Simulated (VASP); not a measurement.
# Zr3Mn (Pm-3m) in VASP: a series of runs, part 2 of 2

VASP 6.6.1.

**3. Single point, PBE, collinear spin, ferromagnetic start**

This run uses another cell than the first one, of 20.07 Å³/atom.

INCAR reads:

```
SYSTEM = Zr3Mn
PREC = Accurate
ENCUT = 520
EDIFF = 1E-7
ISMEAR = -1
SIGMA = 0.05
LREAL = .False.
LASPH = .True.
NELM = 150
ALGO = Normal
ISIF = 2
LWAVE = .False.
LCHARG = .False.
ISPIN = 2
MAGMOM = 0 0 0 4
LORBIT = 11
LMAXMIX = 4
GGA = PE
NBANDS = 36
```

KPOINTS reads:

```
regular mesh
0
Gamma
  6 6 6
  0 0 0
```

POSCAR reads:

```
Zr3Mn
1.0
    4.3141151871      0.0000000000      0.0000000000
    0.0000000000      4.3141151871      0.0000000000
    0.0000000000      0.0000000000      4.3141151871
Zr Mn
3 1
Direct
    0.5000000000      0.5000000000      0.0000000000
    0.5000000000      0.0000000000      0.5000000000
    0.0000000000      0.5000000000      0.5000000000
    0.0000000000      0.0000000000      0.0000000000
```

Potentials or basis: VASP PAW PBE potentials, release 64 (Zr_sv, Mn_pv).

Launch:

```sh
$ cat potpaw_PBE.64/Zr_sv/POTCAR potpaw_PBE.64/Mn_pv/POTCAR > POTCAR
$ mpirun -np 1 vasp_std > vasp.out
```

OUTCAR:

```text
SYSTEM = Zr3Mn
   PREC = Accurate
   ENCUT = 520
   EDIFF = 1E-7
   ISMEAR = -1
   LREAL = .False.
   LASPH = .True.
   NELM = 150
   ISIF = 2
   ISPIN = 2
   LORBIT = 11
   GGA = PE

 ion  position               nearest neighbor table
   1  0.500  0.500  0.000-   2 3.05   3 3.05   4 3.05   2 3.05   3 3.05   2 3.05   4 3.05   2 3.05
                             3 3.05   4 3.05   3 3.05   4 3.05
   2  0.500  0.000  0.500-   1 3.05   3 3.05   4 3.05   1 3.05   4 3.05   1 3.05   3 3.05   1 3.05
                             3 3.05   4 3.05   4 3.05   3 3.05
   3  0.000  0.500  0.500-   1 3.05   2 3.05   4 3.05   1 3.05   4 3.05   2 3.05   4 3.05   4 3.05
                             1 3.05   2 3.05   1 3.05   2 3.05
   4  0.000  0.000  0.000-   1 3.05   2 3.05   3 3.05   2 3.05   3 3.05   1 3.05   3 3.05   3 3.05
                             1 3.05   2 3.05   2 3.05   1 3.05

  LATTYP: Found a simple cubic cell.
[... 1786 lines left out ...]
 -----------------------------------------------------------------------------------
      2.15706      2.15706      0.00000         0.000000      0.000000      0.000000
      2.15706      0.00000      2.15706         0.000000      0.000000      0.000000
      0.00000      2.15706      2.15706         0.000000      0.000000      0.000000
      0.00000      0.00000      0.00000         0.000000      0.000000      0.000000
 -----------------------------------------------------------------------------------
    total drift:                                0.000000     -0.000000     -0.000000

  FREE ENERGIE OF THE ION-ELECTRON SYSTEM (eV)
  ---------------------------------------------------
  free  energy   TOTEN  =       -33.9768307181 eV

  energy  without entropy=      -33.9322250371  energy(sigma->0) =      -33.95452788

 total charge

# of ion       s       p       d       tot
------------------------------------------
    1        2.237   5.957   1.731   9.926
    2        2.237   5.957   1.731   9.926
    3        2.237   5.957   1.731   9.926
    4        0.357   6.246   4.915  11.518
--------------------------------------------------
tot          7.069  24.119  10.109  41.296

 magnetization (x)

# of ion       s       p       d       tot
------------------------------------------
    1       -0.005  -0.002  -0.081  -0.088
    2       -0.005  -0.002  -0.081  -0.088
    3       -0.005  -0.002  -0.081  -0.088
    4        0.040   0.053   3.229   3.322
--------------------------------------------------
tot          0.024   0.048   2.985   3.058
```

OSZICAR:

```text
N       E                     dE             d eps       ncg     rms          rms(c)
DAV:   1     0.572986780490E+03    0.57299E+03   -0.25504E+04  2936   0.143E+03
DAV:   2     0.931053356512E+01   -0.56368E+03   -0.54357E+03  3020   0.453E+02
[... 10 lines left out ...]
DAV:  13    -0.339768091219E+02   -0.23139E-04   -0.39978E-04  3592   0.128E-01    0.696E-02
DAV:  14    -0.339768225466E+02   -0.13425E-04   -0.72288E-05  3840   0.567E-02    0.366E-02
DAV:  15    -0.339768310230E+02   -0.84764E-05   -0.79090E-06  3724   0.189E-02    0.164E-02
DAV:  16    -0.339768313299E+02   -0.30694E-06   -0.18474E-06  3480   0.801E-03    0.611E-03
DAV:  17    -0.339768309410E+02    0.38891E-06   -0.49618E-07  2864   0.422E-03    0.210E-03
DAV:  18    -0.339768307639E+02    0.17707E-06   -0.83263E-08  1652   0.186E-03    0.490E-04
DAV:  19    -0.339768307181E+02    0.45816E-07   -0.20993E-08  1584   0.818E-04
   1 F= -.33976831E+02 E0= -.33954528E+02  d E =-.446057E-01  mag=     3.1329
```

It took 2 min on 1 thread of Intel Xeon Platinum 8488C (Sapphire Rapids), shared host; peak memory 0.25 GiB.

Results:

- Free energy: -33.9768 eV
- Pressure: 3.6 GPa
- Net moment: 3.13 μB per cell
- Site moments: Zr -0.09; Mn +3.32 μB
- Valence electrons inside the program's atomic spheres: Zr 9.93; Mn 11.52

Caveat: the cell stands under pressure.

**4. Single point, PBE, collinear spin, ferromagnetic start**

This run uses another cell than the first one, of 20.49 Å³/atom.

INCAR reads:

```
SYSTEM = Zr3Mn
PREC = Accurate
ENCUT = 520
EDIFF = 1E-6
ISMEAR = -1
SIGMA = 0.05
LREAL = .FALSE.
LASPH = .TRUE.
NELM = 150
ALGO = Fast
ISIF = 2
LWAVE = .FALSE.
LCHARG = .TRUE.
ISPIN = 2
MAGMOM = 0 0 0 4
LORBIT = 11
LMAXMIX = 4
GGA = PE
LELF = .TRUE.
LVHAR = .TRUE.
NBANDS = 36
```

KPOINTS reads:

```
regular mesh
0
G
  6 6 6
  0 0 0
```

POSCAR reads:

```
Zr3Mn
1.0
    4.3438686458      0.0000000000      0.0000000000
    0.0000000000      4.3438686458      0.0000000000
    0.0000000000      0.0000000000      4.3438686458
Zr Mn
3 1
Direct
    0.5000000000      0.5000000000      0.0000000000
    0.5000000000      0.0000000000      0.5000000000
    0.0000000000      0.5000000000      0.5000000000
    0.0000000000      0.0000000000      0.0000000000
```

Launch:

```sh
$ cat potpaw_PBE.64/Zr_sv/POTCAR potpaw_PBE.64/Mn_pv/POTCAR > POTCAR
$ mpirun -np 1 vasp_std > vasp.out
```

Run time: 4.8 min. Hardware: 1 thread of Intel Xeon Platinum 8488C (Sapphire Rapids), shared host; peak memory 0.26 GiB.

Results (log left out):

| Property | Result |
| --- | --- |
| Free energy | -34.0049 eV |
| Pressure | 1.6 GPa |
| Net moment | 3.20 μB per cell |
| Site moments | Zr -0.09; Mn +3.38 μB |
| Valence electrons inside the program's atomic spheres | Zr 9.90; Mn 11.49 |

Levels at points of the mesh, in eV from the Fermi level:
Spin up:
```csv
k point,band 22,band 23,band 24,band 25,band 26,band 27,band 28,band 29,band 30,band 31
"(0.00, 0.00, 0.00)",-2.99,-0.60,-0.60,-0.60,0.20,0.20,2.70,2.70,2.70,3.34
"(0.50, 0.00, 0.00)",-2.14,-1.93,-1.02,-0.76,-0.76,1.19,1.19,1.23,1.55,2.01
"(0.50, 0.50, 0.00)",-2.15,-1.99,-1.10,-0.86,-0.25,-0.20,-0.20,1.42,1.42,2.33
"(0.50, 0.50, 0.50)",-0.97,-0.97,-0.97,0.70,0.70,0.70,1.01,1.01,1.01,1.77
```
Spin down:
```
           k point  band 20  band 21  band 22  band 23  band 24  band 25  band 26  band 27
(0.00, 0.00, 0.00)    -2.06    -2.06    -2.06     0.85     0.85     0.85     2.31     2.31
(0.50, 0.00, 0.00)    -1.10    -0.68    -0.68    -0.50    -0.06    -0.06     0.95     1.40
(0.50, 0.50, 0.00)    -0.95    -0.33    -0.33    -0.33    -0.10    -0.10    -0.10     0.17
(0.50, 0.50, 0.50)     0.68     0.68     0.68     0.74     0.74     0.83     0.83     0.83
```

**5. Overview**

```csv
cell,gap on the mesh (eV),pressure (GPa),moment (μB)
"a = 4.284 Å, 4 atoms",none,5.8,3.08
"a = 4.314 Å, 4 atoms",none,3.6,3.13
"a = 4.344 Å, 4 atoms",none,1.6,3.20
```

Alike in all rows: task single point; level PBE; potentials or basis VASP PAW PBE potentials, release 64 (Zr_sv, Mn_pv); spin collinear, ferromagnetic start; k mesh 6 × 6 × 6; cutoff (eV) 520; smearing fermi-dirac 0.05 eV.

Caveats: the cell stands under pressure (at least some runs).

Total energies depend on the potentials used, so only differences within one code and one set of settings carry meaning.
